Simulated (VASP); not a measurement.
# MgPb2Se3 (P-3m1) in VASP: single point with r2SCAN+rVV10

Aim: the single point of MgPb2Se3 with r2SCAN+rVV10.

Program: VASP 6.6.1. These are calculated values, not measurements. Logs are shortened: lines on timing, memory, paths and dates and some standing lists are left out, and cuts for length are marked.

**1. The cell of the first run**

It takes space group P-3m1 (No. 164, trigonal). The conventional cell has a = 4.167 Å, b = 4.167 Å, c = 10.404 Å, α = 90.00°, β = 90.00°, γ = 120.00°. Mg (site symmetry -3m) has 6 Se at 2.81 Å within 3.7 Å. Pb (site symmetry 3m) has 6 Se at 3.03 to 3.07 Å and 3 Mg at 4.13 Å and 6 Pb at 4.17 Å within 4.2 Å. Se (site symmetry 3m) has 3 Mg at 2.81 Å and 3 Pb at 3.07 Å and 3 Se at 3.76 Å within 3.8 Å. Within 4.0 Å of Se (site symmetry -3m) lie 6 Pb at 3.03 Å.

**2. Single point, r2SCAN+rVV10**

File POSCAR:

```
MgPb2Se3
1.0
    4.1666307767      0.0000000000      0.0000000000
   -2.0833153884      3.6084081008      0.0000000000
    0.0000000000      0.0000000000     10.4036459953
Mg Pb Se
1 2 3
Direct
    0.0000000000      0.0000000000      0.0000000000
    0.3333333333      0.6666666667      0.6775381002
    0.6666666667      0.3333333333      0.3224618998
    0.3333333333      0.6666666667      0.1390768413
    0.6666666667      0.3333333333      0.8609231587
    0.0000000000      0.0000000000      0.5000000000
```

File INCAR.step1:

```
ALGO = Normal
EDIFF = 1E-4
ENCUT = 520
GGA = PE
ISMEAR = -1
LASPH = T
LCHARG = F
LREAL = F
LWAVE = T
NBANDS = 33
NELM = 60
PREC = Accurate
SIGMA = 0.03
```

File INCAR.step2:

```
ALGO = Normal
BPARAM = 11.95
CPARAM = 0.0093
EDIFF = 1E-6
ENCUT = 520
ISIF = 2
ISMEAR = -1
ISTART = 1
IVDW_NL = 2
LASPH = T
LCHARG = F
LMIXTAU = T
LREAL = F
LUSE_VDW = T
LWAVE = F
METAGGA = R2SCAN
NBANDS = 33
NELM = 60
PREC = Accurate
SIGMA = 0.03
```

File KPOINTS:

```
k-points
0
Gamma
  12 12 4
```

Potentials or basis: VASP PAW PBE potentials, release 64 (Mg, Pb_d, Se).

Run with:

```
cat potpaw_PBE.64/Mg/POTCAR potpaw_PBE.64/Pb_d/POTCAR potpaw_PBE.64/Se/POTCAR > POTCAR
cp INCAR.step1 INCAR
mpirun -np 1 vasp_std > vasp.out
cp INCAR.step2 INCAR
mpirun -np 1 vasp_std > vasp.out
```

OUTCAR:

```text
BPARAM = 11.95
   EDIFF = 1E-6
   ENCUT = 520
   ISIF = 2
   ISMEAR = -1
   ISTART = 1
   IVDW_NL = 2
   LASPH = T
   LREAL = F
   METAGGA = R2SCAN
   NELM = 60
   PREC = Accurate

 ion  position               nearest neighbor table
   1  0.000  0.000  0.000-   4 2.81   5 2.81   5 2.81   4 2.81   5 2.81   4 2.81
   2  0.333  0.667  0.678-   6 3.03   6 3.03   6 3.03   5 3.07   5 3.07   5 3.07
   3  0.667  0.333  0.322-   6 3.03   6 3.03   6 3.03   4 3.07   4 3.07   4 3.07
   4  0.333  0.667  0.139-   1 2.81   1 2.81   1 2.81   3 3.07   3 3.07   3 3.07
   5  0.667  0.333  0.861-   1 2.81   1 2.81   1 2.81   2 3.07   2 3.07   2 3.07
   6  0.000  0.000  0.500-   2 3.03   3 3.03   3 3.03   2 3.03   3 3.03   2 3.03

  LATTYP: Found a hexagonal cell.
 ALAT       =     4.1666307767
 C/A-ratio  =     2.4968965461

  Lattice vectors:

 A1 = (   4.1666307767,   0.0000000000,   0.0000000000)
 A2 = (  -2.0833153884,   3.6084081008,   0.0000000000)
 A3 = (   0.0000000000,   0.0000000000,  10.4036459953)

Analysis of symmetry for initial positions (statically):
=====================================================================
 Subroutine PRICEL returns:
 Original cell was already a primitive cell.

 Routine SETGRP: Setting up the symmetry group for a
 hexagonal supercell.

 Subroutine GETGRP returns: Found 12 space group operations
 (whereof 12 operations were pure point group operations)
 out of a pool of 24 trial point group operations.

The static configuration has the point symmetry D_3d.

Analysis of symmetry for dynamics (positions and initial velocities):
=====================================================================
 Subroutine PRICEL returns:
 Original cell was already a primitive cell.

 Routine SETGRP: Setting up the symmetry group for a
 hexagonal supercell.

 Subroutine GETGRP returns: Found 12 space group operations
 (whereof 12 operations were pure point group operations)
 out of a pool of 24 trial point group operations.

The dynamic configuration has the point symmetry D_3d.

 Subroutine INISYM returns: Found 12 space group operations
 (whereof 12 operations are pure point group operations),
 and found     1 'primitive' translations

----------------------------------------------------------------------------------------

                                     Primitive cell

  volume of cell :     156.4178

  direct lattice vectors                    reciprocal lattice vectors
     4.166630777  0.000000000  0.000000000     0.240002067  0.138565258  0.000000000
    -2.083315388  3.608408101  0.000000000     0.000000000  0.277130516  0.000000000
     0.000000000  0.000000000 10.403645995     0.000000000  0.000000000  0.096120149

  length of vectors
     4.166630777  4.166630777 10.403645995     0.277130516  0.277130516  0.096120149

  position of ions in fractional coordinates (direct lattice)
     0.000000000  0.000000000  0.000000000
     0.333333333  0.666666667  0.677538100
     0.666666667  0.333333333  0.322461900
     0.333333333  0.666666667  0.139076841
     0.666666667  0.333333333  0.860923159
     0.000000000  0.000000000  0.500000000

  ion indices of the primitive-cell ions
   primitive index   ion index
                 1           1
                 2           2
                 3           3
                 4           4
                 5           5
                 6           6

----------------------------------------------------------------------------------------

 KPOINTS: k-points

Automatic generation of k-mesh.
 Grid dimensions read from file:
 generate k-points for:   12   12    4

 Generating k-lattice:

  Cartesian coordinates                     Fractional coordinates (reciprocal lattice)
     0.020000172  0.011547105  0.000000000     0.083333333  0.000000000  0.000000000
     0.000000000  0.023094210  0.000000000     0.000000000  0.083333333  0.000000000
     0.000000000  0.000000000  0.024030037     0.000000000  0.000000000  0.250000000

  Length of vectors
     0.023094210  0.023094210  0.024030037

  Shift w.r.t. Gamma in fractional coordinates (k-lattice)
     0.000000000  0.000000000  0.000000000

 Subroutine IBZKPT returns following result:
 ===========================================

 Found     69 irreducible k-points:

 Following reciprocal coordinates:
            Coordinates               Weight
  0.000000  0.000000  0.000000      1.000000
  0.083333 -0.000000  0.000000      6.000000
  0.166667  0.000000  0.000000      6.000000
  0.250000 -0.000000  0.000000      6.000000
  0.333333 -0.000000  0.000000      6.000000
  0.416667  0.000000  0.000000      6.000000
[... 16 lines left out ...]
  0.166667  0.000000  0.250000      6.000000
  0.000000  0.166667  0.250000      6.000000
 [... further k-points ...]
   k-points           NKPTS =     69   k-points in BZ     NKDIM =     69   number of bands    NBANDS=     33
   number of dos      NEDOS =    301   number of ions     NIONS =      6
   total plane-waves  NPLWV =  81920
   dimension x,y,z NGX =    32 NGY =   32 NGZ =   80
   dimension x,y,z NGXF=    64 NGYF=   64 NGZF=  160
   ions per type =               1   2   3
   NGX,Y,Z   is equivalent  to a cutoff of  12.77, 12.77, 12.78 a.u.
   NGXF,Y,Z  is equivalent  to a cutoff of  25.54, 25.54, 25.57 a.u.
 SYSTEM =  unknown system
   PREC   = accura    normal or accurate (medium, high low for compatibility)
   ISTART =      1    job   : 0-new  1-cont  2-samecut
   ICHARG =      0    charge: 1-file 2-atom 10-const
   ISPIN  =      1    spin polarized calculation?
   LNONCOLLINEAR =      F non collinear calculations
   LSORBIT =      F    spin-orbit coupling
   LASPH  =      T    aspherical Exc in radial PAW
   ENCUT  =  520.0 eV  38.22 Ry    6.18 a.u.   7.75  7.75 19.34*2*pi/ulx,y,z
   NELM   =     60;   NELMIN=  2; NELMDL=  0     # of ELM steps
   EDIFF  = 0.1E-05   stopping-criterion for ELM
   LREAL  =      F    real-space projection
   EDIFFG = 0.1E-04   stopping-criterion for IOM
   NSW    =      0    number of steps for IOM
   IBRION =     -1    ionic relax: 0-MD 1-quasi-New 2-CG
   NFREE  =      0    steps in history (QN), initial steepest desc. (CG)
   ISIF   =      2    stress and relaxation
   ISYM   =      2    0-nonsym 1-usesym 2-fastsym
   POTIM  = 0.5000    time-step for ionic-motion
   TEBEG  =    0.0;   TEEND  =   0.0 temperature during run
   PSTRESS=    0.0 pullay stress
   NELECT =      48.0000    total number of electrons
   NUPDOWN=      -1.0000    fix difference up-down
   EMIN   =  10.00;   EMAX   =-10.00  energy-range for DOS
   EFERMI =   0.00;   METHOD = LEGACY
   ISMEAR =    -1;   SIGMA  =   0.03  broadening in eV -4-tet -1-fermi 0-gaus
   EFERMI_NEDOS =   21; number of points for ismear=-14 and -15
   IALGO  =     38    algorithm
   IMIX   =      4    mixing-type and parameters
     AMIX     =   0.40;   BMIX     =  1.00
     AMIX_MAG =   1.60;   BMIX_MAG =  1.00
  volume/ion in A,a.u.               =      26.07       175.93
  Fermi-wavevector in a.u.,A,eV,Ry     =   1.104231  2.086694 16.589931  1.219326
  Thomas-Fermi vector in A             =   2.240701
   LORBIT       =      0    0 simple, 1 ext, 2 COOP (PROOUT), +10 PAW based schemes
   METAGGA = R2SCAN    functional components
   LHFCALC =     F    Hartree Fock is set to
   AEXX    =    0.0000 exact exchange contribution
   IVDW_NL    =     2    kernel type
   BPARAM     =11.9500
   IVDW    =     0    specifies the selected vdW correction
   LEPSILON=     F    determine dielectric tensor
   LRPA    =     F    only Hartree local field effects (RPA)
 non-spin polarized calculation
  energy-cutoff  :      520.00
  volume of cell :      156.42
 maximum number of plane-waves:      4245
 NGX is ok and might be reduce to    32
   NGX = 15   NGY = 15   NGZ = 39

 number of electron      48.0000005 magnetization

 Free energy of the ion-electron system (eV)
  ---------------------------------------------------
  ext. energy  EPLUGINS =         0.00000000
  ---------------------------------------------------
  free energy    TOTEN  =      -163.69784345 eV

  energy without entropy =     -163.69784335  energy(sigma->0) =     -163.69784340

 E-fermi :   5.2191     XC(G=0): -10.0295

 val. band max:        4.9171936074   @ k =   0.0000   0.0000   0.0000
 cond. band min:       5.5571608788   @ k =   0.5000  -0.0000   0.5000
 fundamental gap:      0.6399672714
 Fermi energy:         5.2190752349

 k-point     1 :       0.0000    0.0000    0.0000
  band No.  band energies     occupation
      1     -12.9280      2.00000
      2     -12.9280      2.00000
      3     -12.9185      2.00000
      4     -12.9185      2.00000
      5     -12.8989      2.00000
      6     -12.8940      2.00000
[... 25 lines left out ...]
     32      11.0470      0.00000
     33      11.6167      0.00000

 k-point     2 :       0.0833   -0.0000    0.0000
  band No.  band energies     occupation
      1     -12.9325      2.00000
      2     -12.9245      2.00000
      3     -12.9203      2.00000
      4     -12.9151      2.00000
      5     -12.8971      2.00000
      6     -12.8932      2.00000
[... 25 lines left out ...]
     32      10.7471      0.00000
     33      11.1656      0.00000

 k-point     3 :       0.1667    0.0000    0.0000
  band No.  band energies     occupation
      1     -12.9475      2.00000
      2     -12.9266      2.00000
      3     -12.9156      2.00000
      4     -12.9060      2.00000
      5     -12.8985      2.00000
      6     -12.8918      2.00000
[... 25 lines left out ...]
     32      10.2473      0.00000
     33      11.0396      0.00000

 k-point     4 :       0.2500   -0.0000    0.0000
  band No.  band energies     occupation
      1     -12.9717      2.00000
      2     -12.9374      2.00000
      3     -12.9068      2.00000
      4     -12.9060      2.00000
      5     -12.8953      2.00000
      6     -12.8938      2.00000
[... 25 lines left out ...]
     32      10.2702      0.00000
     33      10.6364      0.00000

 k-point     5 :       0.3333   -0.0000    0.0000
  band No.  band energies     occupation
      1     -12.9975      2.00000
      2     -12.9497      2.00000
      3     -12.9133      2.00000
      4     -12.9030      2.00000
      5     -12.8997      2.00000
      6     -12.8879      2.00000
[... 604 lines left out ...]
 k-point    22 :       0.0000    0.0833    0.2500
  band No.  band energies     occupation
      1     -12.9325      2.00000
      2     -12.9245      2.00000
      3     -12.9203      2.00000
      4     -12.9151      2.00000
      5     -12.8970      2.00000
      6     -12.8933      2.00000
[... 25 lines left out ...]
     32      10.2437      0.00000
     33      11.1170      0.00000

 k-point    23 :       0.1667    0.0000    0.2500
  band No.  band energies     occupation
      1     -12.9474      2.00000
      2     -12.9266      2.00000
      3     -12.9157      2.00000
      4     -12.9060      2.00000
      5     -12.8986      2.00000
      6     -12.8919      2.00000
[... 25 lines left out ...]
     32      10.0792      0.00000
     33      10.8905      0.00000

 k-point    24 :       0.0000    0.1667    0.2500
  band No.  band energies     occupation
      1     -12.9473      2.00000
      2     -12.9267      2.00000
      3     -12.9156      2.00000
      4     -12.9060      2.00000
      5     -12.8987      2.00000
      6     -12.8917      2.00000
[... 25 lines left out ...]
     32      10.3852      0.00000
     33      10.5636      0.00000

 [... further k-points ...]

------------------------ aborting loop because EDIFF is reached ----------------------------------------

  FORCE on cell =-STRESS in cart. coord.  units (eV):
  Direction    XX          YY          ZZ          XY          YZ          ZX
  --------------------------------------------------------------------------------------
  -------------------------------------------------------------------------------------
  Total        0.0674956      0.0674956      0.1275686     -0.0000000      0.0000000      0.0000000
  in kB        0.6913528      0.6913528      1.3066769     -0.0000000      0.0000000      0.0000000
  external PRESSURE =       0.8964608 kB  Pullay stress =       0.0000000 kB

 VOLUME and BASIS-vectors are now :
 -----------------------------------------------------------------------------
  energy-cutoff  :      520.00
  volume of cell :      156.42
      direct lattice vectors                 reciprocal lattice vectors
     4.166630777  0.000000000  0.000000000     0.240002067  0.138565258  0.000000000
    -2.083315388  3.608408101  0.000000000     0.000000000  0.277130516  0.000000000
     0.000000000  0.000000000 10.403645995     0.000000000  0.000000000  0.096120149

 POSITION                                       TOTAL-FORCE (eV/Angst)
 -----------------------------------------------------------------------------------
      0.00000      0.00000      0.00000        -0.000000      0.000000      0.000000
     -0.00000      2.40561      7.04887        -0.000000      0.000000      0.007391
      2.08332      1.20280      3.35478         0.000000      0.000000     -0.007391
     -0.00000      2.40561      1.44691        -0.000000      0.000000     -0.033632
      2.08332      1.20280      8.95674         0.000000     -0.000000      0.033632
      0.00000      0.00000      5.20182        -0.000000      0.000000      0.000000
 -----------------------------------------------------------------------------------
    total drift:                               -0.000000      0.000000      0.000000

  FREE ENERGIE OF THE ION-ELECTRON SYSTEM (eV)
  ---------------------------------------------------
  free  energy   TOTEN  =      -163.6978434532 eV

  energy  without entropy=     -163.6978433481  energy(sigma->0) =     -163.69784340
```

It took 21 min on 1 thread of Intel Xeon 6975P-C (Granite Rapids), shared host; peak memory 0.81 GiB.

Results:

- Free energy: -163.6978 eV
- Pressure: 0.1 GPa
- Largest force: 0.034 eV/Å
- Band gap on the k mesh: 0.64 eV (least direct gap 0.92 eV)

Forces on the atoms (eV/Å):
```
Mg   0.000  0.000  0.000
Pb   0.000  0.000  0.007
Pb   0.000  0.000 -0.007
Se   0.000  0.000 -0.034
Se   0.000  0.000  0.034
Se   0.000  0.000  0.000
```

Levels at points of the mesh, in eV from the valence-band top:
```
           k point  band 22  band 23  band 24  band 25  band 26  band 27
(0.00, 0.00, 0.00)    -1.64    -1.64     0.00     0.92     2.52     2.53
(0.50, 0.00, 0.00)    -2.43    -2.34    -1.23     1.19     1.76     2.60
(0.00, 0.00, 0.50)    -1.71    -1.10    -1.09     1.36     2.39     2.39
(0.50, 0.00, 0.50)    -2.25    -1.84    -1.83     0.64     2.13     2.27
```

Caveat: the PAW data sets were made with another functional, which shifts forces and pressure a little; spin-orbit coupling is left out, which moves the levels of the heavy elements. A k mesh can miss the band edges.
